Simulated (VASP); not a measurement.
Co:

```xyz
1
Lattice="0.0000 1.7917 1.7917 1.7917 0.0000 1.7917 1.7917 1.7917 0.0000" Properties=species:S:1:pos:R:3 pbc="T T T"
Co    0.0000    0.0000    0.0000
```

Base run:

| Quantity | Value |
| --- | --- |
| Program | VASP 6.6.1 |
| Functional | r2SCAN |
| Potentials or basis | VASP PAW PBE potentials, release 64 (Co) |
| Cutoff | 520 eV |
| k mesh | 14 × 14 × 14 |
| Occupations | gaussian, width 0.1 eV |
| Spin | collinear spin, ferromagnetic start |
| Starting moments | [2.28] μB |
| Fixed moment | 2.28 μB |

Its results: pressure -3.4 GPa; site moments Co +2.30 μB.

Task: The run is repeated on the same cell with these changes: fixed moment from 2.28 μB to 1.83 μB; moments at the start from [2.28] to [1.83]. What comes out?

Result: Pressure -11.3 GPa; site moments Co +1.90 μB.

Caveats: the PAW data sets were made with another functional, which shifts forces and pressure a little; the total moment is fixed, so each spin has its own Fermi level.
